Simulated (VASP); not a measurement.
# TiO2 (Fm-3m) in VASP: notebook

TiO2 is run at these levels: HSE06, r2SCAN, PBE-based screened hybrid with 40 % exact exchange; tasks: single point.

Everything below comes from runs of VASP 6.6.1. Logs are shortened: lines on timing, memory, paths and dates and some standing lists are left out, and cuts for length are marked.

### 1 The cell of the first run

It takes space group Fm-3m (No. 225, cubic). The conventional cell has a = 4.794 Å, b = 4.794 Å, c = 4.794 Å, α = 90.00°, β = 90.00°, γ = 90.00°. Within 2.7 Å of Ti (site symmetry m-3m) lie 8 O at 2.08 Å. O (site symmetry -43m) has 4 Ti at 2.08 Å and 6 O at 2.40 Å within 2.7 Å.

### 2 Single point, HSE06

File POSCAR:

```
TiO2
1.0
    0.0000000000      2.3968272579      2.3968272579
    2.3968272579      0.0000000000      2.3968272579
    2.3968272579      2.3968272579      0.0000000000
Ti O
1 2
Direct
    0.0000000000      0.0000000000      0.0000000000
    0.2500000000      0.2500000000      0.2500000000
    0.7500000000      0.7500000000      0.7500000000
```

File INCAR.step1:

```
SYSTEM = TiO2
PREC = Accurate
ENCUT = 1000
EDIFF = 1E-5
ISMEAR = 0
SIGMA = 0.01
LREAL = .FALSE.
LASPH = .TRUE.
NELM = 120
ALGO = Normal
ISIF = 2
LWAVE = .TRUE.
LCHARG = .FALSE.
GGA = PE
NBANDS = 19
GGA_COMPAT = .FALSE.
```

File INCAR.step2:

```
SYSTEM = TiO2
PREC = Accurate
ENCUT = 1000
EDIFF = 1E-6
ISMEAR = 0
SIGMA = 0.01
LREAL = .FALSE.
LASPH = .TRUE.
NELM = 120
ALGO = Normal
ISIF = 2
LWAVE = .FALSE.
LCHARG = .FALSE.
GGA = PE
LHFCALC = .TRUE.
HFSCREEN = 0.2079
PRECFOCK = Normal
ISTART = 1
NBANDS = 19
GGA_COMPAT = .FALSE.
```

File KPOINTS:

```
regular mesh
0
G
  4 4 4
  0 0 0
```

Potentials or basis: VASP PAW PBE potentials, release 64 (Ti_sv, O_h).

The run is started by

```
> cat potpaw_PBE.64/Ti_sv/POTCAR potpaw_PBE.64/O_h/POTCAR > POTCAR
> cp INCAR.step1 INCAR
> mpirun -np 1 vasp_std > vasp.out
> cp INCAR.step2 INCAR
> mpirun -np 1 vasp_std > vasp.out
```

OUTCAR:

```text
SYSTEM = TiO2
   PREC = Accurate
   ENCUT = 1000
   EDIFF = 1E-6
   ISMEAR = 0
   LREAL = .FALSE.
   LASPH = .TRUE.
   NELM = 120
   ISIF = 2
   GGA = PE
   LHFCALC = .TRUE.
   HFSCREEN = 0.2079
   PRECFOCK = Normal
   ISTART = 1

 ion  position               nearest neighbor table
   1  0.000  0.000  0.000-   3 2.08   3 2.08   3 2.08   2 2.08   3 2.08   2 2.08   2 2.08   2 2.08

   2  0.250  0.250  0.250-   1 2.08   1 2.08   1 2.08   1 2.08
   3  0.750  0.750  0.750-   1 2.08   1 2.08   1 2.08   1 2.08

  LATTYP: Found a face centered cubic cell.
 ALAT       =     4.7936545158

  Lattice vectors:

 A1 = (   0.0000000000,   2.3968272579,   2.3968272579)
 A2 = (   2.3968272579,   0.0000000000,   2.3968272579)
 A3 = (   2.3968272579,   2.3968272579,   0.0000000000)

Analysis of symmetry for initial positions (statically):
=====================================================================
 Subroutine PRICEL returns:
 Original cell was already a primitive cell.

 Routine SETGRP: Setting up the symmetry group for a
 face centered cubic supercell.

 Subroutine GETGRP returns: Found 48 space group operations
 (whereof 48 operations were pure point group operations)
 out of a pool of 48 trial point group operations.

The static configuration has the point symmetry O_h .

Analysis of symmetry for dynamics (positions and initial velocities):
=====================================================================
 Subroutine PRICEL returns:
 Original cell was already a primitive cell.

 Routine SETGRP: Setting up the symmetry group for a
 face centered cubic supercell.

 Subroutine GETGRP returns: Found 48 space group operations
 (whereof 48 operations were pure point group operations)
 out of a pool of 48 trial point group operations.

The dynamic configuration has the point symmetry O_h .

 Subroutine INISYM returns: Found 48 space group operations
 (whereof 48 operations are pure point group operations),
 and found     1 'primitive' translations

----------------------------------------------------------------------------------------

                                     Primitive cell

  volume of cell :      27.5385

  direct lattice vectors                    reciprocal lattice vectors
     0.000000000  2.396827258  2.396827258    -0.208609110  0.208609110  0.208609110
     2.396827258  0.000000000  2.396827258     0.208609110 -0.208609110  0.208609110
     2.396827258  2.396827258  0.000000000     0.208609110  0.208609110 -0.208609110

  length of vectors
     3.389625615  3.389625615  3.389625615     0.361321577  0.361321577  0.361321577

  position of ions in fractional coordinates (direct lattice)
     0.000000000  0.000000000  0.000000000
     0.250000000  0.250000000  0.250000000
     0.750000000  0.750000000  0.750000000

  ion indices of the primitive-cell ions
   primitive index   ion index
                 1           1
                 2           2
                 3           3

----------------------------------------------------------------------------------------

 KPOINTS: regular mesh

Automatic generation of k-mesh.
 Grid dimensions read from file:
 generate k-points for:    4    4    4

 Generating k-lattice:

  Cartesian coordinates                     Fractional coordinates (reciprocal lattice)
    -0.052152277  0.052152277  0.052152277     0.250000000  0.000000000  0.000000000
     0.052152277 -0.052152277  0.052152277     0.000000000  0.250000000  0.000000000
     0.052152277  0.052152277 -0.052152277     0.000000000  0.000000000  0.250000000

  Length of vectors
     0.090330394  0.090330394  0.090330394

  Shift w.r.t. Gamma in fractional coordinates (k-lattice)
     0.000000000  0.000000000  0.000000000

 Subroutine IBZKPT returns following result:
 ===========================================

 Found      8 irreducible k-points:

 Following reciprocal coordinates:
            Coordinates               Weight
  0.000000  0.000000  0.000000      1.000000
  0.250000  0.000000  0.000000      8.000000
  0.500000  0.000000  0.000000      4.000000
  0.250000  0.250000  0.000000      6.000000
  0.500000  0.250000  0.000000     24.000000
 -0.250000  0.250000  0.000000     12.000000
  0.500000  0.500000  0.000000      3.000000
 -0.250000  0.500000  0.250000      6.000000
   k-points           NKPTS =      8   k-points in BZ     NKDIM =     64   number of bands    NBANDS=     19
   number of dos      NEDOS =    301   number of ions     NIONS =      3
   total plane-waves  NPLWV =  46656
   dimension x,y,z NGX =    36 NGY =   36 NGZ =   36
   dimension x,y,z NGXF=    72 NGYF=   72 NGZF=   72
   ions per type =               1   2
   NGX,Y,Z   is equivalent  to a cutoff of  17.66, 17.66, 17.66 a.u.
   NGXF,Y,Z  is equivalent  to a cutoff of  35.31, 35.31, 35.31 a.u.
 SYSTEM =  TiO2
   PREC   = accura    normal or accurate (medium, high low for compatibility)
   ISTART =      1    job   : 0-new  1-cont  2-samecut
   ICHARG =      0    charge: 1-file 2-atom 10-const
   ISPIN  =      1    spin polarized calculation?
   LNONCOLLINEAR =      F non collinear calculations
   LSORBIT =      F    spin-orbit coupling
   LASPH  =      T    aspherical Exc in radial PAW
   ENCUT  = 1000.0 eV  73.50 Ry    8.57 a.u.   8.74  8.74  8.74*2*pi/ulx,y,z
   NELM   =    120;   NELMIN=  2; NELMDL=  0     # of ELM steps
   EDIFF  = 0.1E-05   stopping-criterion for ELM
   LREAL  =      F    real-space projection
   EDIFFG = 0.1E-04   stopping-criterion for IOM
   NSW    =      0    number of steps for IOM
   IBRION =     -1    ionic relax: 0-MD 1-quasi-New 2-CG
   NFREE  =      0    steps in history (QN), initial steepest desc. (CG)
   ISIF   =      2    stress and relaxation
   ISYM   =      3    0-nonsym 1-usesym 2-fastsym
   POTIM  = 0.5000    time-step for ionic-motion
   TEBEG  =    0.0;   TEEND  =   0.0 temperature during run
   PSTRESS=    0.0 pullay stress
   NELECT =      24.0000    total number of electrons
   NUPDOWN=      -1.0000    fix difference up-down
   EMIN   =  10.00;   EMAX   =-10.00  energy-range for DOS
   EFERMI =   0.00;   METHOD = LEGACY
   ISMEAR =     0;   SIGMA  =   0.01  broadening in eV -4-tet -1-fermi 0-gaus
   EFERMI_NEDOS =   21; number of points for ismear=-14 and -15
   IALGO  =     38    algorithm
   IMIX   =      1    mixing-type and parameters
     AMIX     =   0.40;   BMIX     =  1.00
     AMIX_MAG =   1.60;   BMIX_MAG =  1.00
  volume/ion in A,a.u.               =       9.18        61.95
  Fermi-wavevector in a.u.,A,eV,Ry     =   1.563742  2.955044 33.270189  2.445290
  Thomas-Fermi vector in A             =   2.666469
   LORBIT       =      0    0 simple, 1 ext, 2 COOP (PROOUT), +10 PAW based schemes
   GGA     = PE    functional components
   LHFCALC =     T    Hartree Fock is set to
   PRECFOCK=normal    Normal, Fast or Accurate (Low or Medium for compatibility)
   ENCUT4O =  -1.0   cutoff for four orbital integrals eV
   NKREDX  =     1    reduce k-point grid by
   NKREDY  =     1    reduce k-point grid by
   NKREDZ  =     1    reduce k-point grid by
   AEXX    =    0.2500 exact exchange contribution
   HFSCREEN=    0.2079 screening length (either q_TF or 0.3 A-1)
   HFSCREENC=   0.2079 screening length for correlation (either q_TF or 0.3 A-1)
   ENCUTFOCK=  -1.0 apply spherical cutoff to Coloumb kernel
   IVDW    =     0    specifies the selected vdW correction
   LEPSILON=     F    determine dielectric tensor
   LRPA    =     F    only Hartree local field effects (RPA)
 non-spin polarized calculation
 Gauss-broadening in eV      SIGMA  =   0.01
  energy-cutoff  :     1000.00
  volume of cell :       27.54
 maximum number of plane-waves:      2006
 NGX is ok and might be reduce to    36
  NGX = 28; NGY = 28; NGZ = 28

 number of electron      24.0000000 magnetization

 Free energy of the ion-electron system (eV)
  ---------------------------------------------------
  ext. energy  EPLUGINS =         0.00000000
  ---------------------------------------------------
  free energy    TOTEN  =       -32.29286196 eV

  energy without entropy =      -32.29286196  energy(sigma->0) =      -32.29286196

 E-fermi :   7.3661     XC(G=0): -10.0266

 val. band max:        7.1651679845   @ k =   0.5000   0.5000   0.0000
 cond. band min:       9.7710193768   @ k =   0.0000   0.0000   0.0000
 fundamental gap:      2.6058513923
 Fermi energy:         7.3660502473

 k-point     1 :       0.0000    0.0000    0.0000
  band No.  band energies     occupation
      1     -55.1019      2.00000
      2     -29.5026      2.00000
      3     -29.5026      2.00000
      4     -29.5026      2.00000
      5     -14.4980      2.00000
      6     -10.3885      2.00000
[... 11 lines left out ...]
     18      16.2608      0.00000
     19      22.8263      0.00000

 k-point     2 :       0.2500    0.0000    0.0000
  band No.  band energies     occupation
      1     -55.0898      2.00000
      2     -29.6461      2.00000
      3     -29.5209      2.00000
      4     -29.5209      2.00000
      5     -13.7795      2.00000
      6     -11.1595      2.00000
[... 11 lines left out ...]
     18      18.1569      0.00000
     19      22.7585      0.00000

 k-point     3 :       0.5000    0.0000    0.0000
  band No.  band energies     occupation
      1     -55.0777      2.00000
      2     -29.7842      2.00000
      3     -29.5394      2.00000
      4     -29.5394      2.00000
      5     -12.8065      2.00000
      6     -12.0175      2.00000
[... 11 lines left out ...]
     18      18.9103      0.00000
     19      23.7828      0.00000

 k-point     4 :       0.2500    0.2500    0.0000
  band No.  band energies     occupation
      1     -55.0857      2.00000
      2     -29.6522      2.00000
      3     -29.5474      2.00000
      4     -29.5474      2.00000
      5     -13.5333      2.00000
      6     -11.3309      2.00000
[... 11 lines left out ...]
     18      18.0517      0.00000
     19      22.6217      0.00000

 k-point     5 :       0.5000    0.2500    0.0000
  band No.  band energies     occupation
      1     -55.0736      2.00000
      2     -29.7432      2.00000
      3     -29.6127      2.00000
      4     -29.5655      2.00000
      5     -12.5987      2.00000
      6     -12.0228      2.00000
[... 11 lines left out ...]
     18      19.7466      0.00000
     19      23.7996      0.00000

 k-point     6 :      -0.2500    0.2500    0.0000
  band No.  band energies     occupation
      1     -55.0777      2.00000
      2     -29.7041      2.00000
      3     -29.6211      2.00000
      4     -29.5392      2.00000
      5     -12.9338      2.00000
      6     -11.8158      2.00000
[... 11 lines left out ...]
     18      19.5564      0.00000
     19      23.7362      0.00000

 k-point     7 :       0.5000    0.5000    0.0000
  band No.  band energies     occupation
      1     -55.0695      2.00000
      2     -29.7936      2.00000
      3     -29.5915      2.00000
      4     -29.5915      2.00000
      5     -12.3604      2.00000
      6     -12.0689      2.00000
[... 11 lines left out ...]
     18      20.4939      0.00000
     19      22.9394      0.00000

 k-point     8 :      -0.2500    0.5000    0.2500
  band No.  band energies     occupation
      1     -55.0695      2.00000
      2     -29.6936      2.00000
      3     -29.6936      2.00000
      4     -29.5921      2.00000
      5     -12.2262      2.00000
      6     -12.2262      2.00000
[... 11 lines left out ...]
     18      20.4172      0.00000
     19      25.0280      0.00000

------------------------ aborting loop because EDIFF is reached ----------------------------------------

  FORCE on cell =-STRESS in cart. coord.  units (eV):
  Direction    XX          YY          ZZ          XY          YZ          ZX
  --------------------------------------------------------------------------------------
  -------------------------------------------------------------------------------------
  Total       -0.5174858     -0.5174858     -0.5174858      0.0000000      0.0000000     -0.0000000
  in kB      -30.1070913    -30.1070913    -30.1070913      0.0000000      0.0000000     -0.0000000
  external PRESSURE =     -30.1070913 kB  Pullay stress =       0.0000000 kB

 VOLUME and BASIS-vectors are now :
 -----------------------------------------------------------------------------
  energy-cutoff  :     1000.00
  volume of cell :       27.54
      direct lattice vectors                 reciprocal lattice vectors
     0.000000000  2.396827258  2.396827258    -0.208609110  0.208609110  0.208609110
     2.396827258  0.000000000  2.396827258     0.208609110 -0.208609110  0.208609110
     2.396827258  2.396827258  0.000000000     0.208609110  0.208609110 -0.208609110

 POSITION                                       TOTAL-FORCE (eV/Angst)
 -----------------------------------------------------------------------------------
      0.00000      0.00000      0.00000         0.000000     -0.000000      0.000000
      1.19841      1.19841      1.19841         0.000000      0.000000      0.000000
      3.59524      3.59524      3.59524        -0.000000      0.000000     -0.000000
 -----------------------------------------------------------------------------------
    total drift:                               -0.000000     -0.000000     -0.000000

  FREE ENERGIE OF THE ION-ELECTRON SYSTEM (eV)
  ---------------------------------------------------
  free  energy   TOTEN  =       -32.2928619559 eV

  energy  without entropy=      -32.2928619559  energy(sigma->0) =      -32.29286196
```

Wall time 13 min (1 thread of Intel Xeon Platinum 8488C (Sapphire Rapids), shared host); peak memory 0.32 GiB.

Results:

- Free energy: -32.2929 eV
- Pressure: -3.0 GPa
- Band gap on the k mesh: 2.61 eV (least direct gap 3.33 eV)

Levels at points of the mesh, in eV from the valence-band top:
```
           k point  band 9  band 10  band 11  band 12  band 13  band 14  band 15  band 16
(0.00, 0.00, 0.00)   -6.66    -1.00    -1.00    -1.00     2.61     2.61     6.93     6.93
(0.50, 0.00, 0.00)   -3.74    -3.72    -2.87    -2.87     2.95     2.95     4.18     6.54
(0.50, 0.50, 0.00)   -5.17    -2.34    -2.34     0.00     3.33     3.46     4.21     5.57
```

Caveat: the k points lie up to 0.57 Å⁻¹ apart; the structure was generated, so it needn't be the stable form of TiO2; the PAW data sets were made with another functional, which shifts forces and pressure a little.

### 3 Single point, r2SCAN

POSCAR is that of step 2.

File INCAR.step1:

```
SYSTEM = TiO2
PREC = Accurate
ENCUT = 1480
ISMEAR = 0
SIGMA = 0.001
LREAL = .FALSE.
LASPH = .TRUE.
NELM = 120
NBANDS = 19
GGA = PE
ALGO = Normal
EDIFF = 1E-5
LWAVE = .TRUE.
LCHARG = .FALSE.
GGA_COMPAT = .FALSE.
```

File INCAR.step2:

```
SYSTEM = TiO2
PREC = Accurate
ENCUT = 1480
EDIFF = 1E-6
ISMEAR = 0
SIGMA = 0.001
LREAL = .FALSE.
LASPH = .TRUE.
NELM = 120
ALGO = Normal
ISIF = 2
LWAVE = .FALSE.
LCHARG = .FALSE.
METAGGA = R2SCAN
LMIXTAU = .TRUE.
NBANDS = 19
ISTART = 1
GGA_COMPAT = .FALSE.
```

File KPOINTS:

```
Automatic mesh
0
G
  6 6 6
  0 0 0
```

Potentials or basis: VASP PAW PBE potentials, release 64 (Ti_sv, O_h).

The run is started by

```
> cat potpaw_PBE.64/Ti_sv/POTCAR potpaw_PBE.64/O_h/POTCAR > POTCAR
> cp INCAR.step1 INCAR
> mpirun -np 1 vasp_std > vasp.out
> cp INCAR.step2 INCAR
> mpirun -np 1 vasp_std > vasp.out
```

Wall time 2.4 min (1 thread of Intel Xeon Platinum 8375C at 2.90GHz (Ice Lake), shared host); peak memory 0.39 GiB.

Results (log left out):

```
Free energy            : -34.1326 eV
Pressure               : 1.4 GPa
Band gap on the k mesh : 1.55 eV (least direct gap 2.25 eV)
```

Levels at points of the mesh, in eV from the valence-band top:
| k point | band 10 | band 11 | band 12 | band 13 | band 14 | band 15 |
| --- | --- | --- | --- | --- | --- | --- |
| (0.00, 0.00, 0.00) | -0.91 | -0.91 | -0.91 | 1.55 | 1.55 | 5.72 |
| (0.50, 0.00, 0.00) | -3.34 | -2.62 | -2.62 | 1.86 | 1.86 | 3.16 |
| (0.50, 0.50, 0.00) | -2.15 | -2.15 | 0.00 | 2.25 | 2.26 | 3.19 |

Caveat: the structure was generated, so it needn't be the stable form of TiO2; the PAW data sets were made with another functional, which shifts forces and pressure a little.

(Continued in part 2 of 2.)
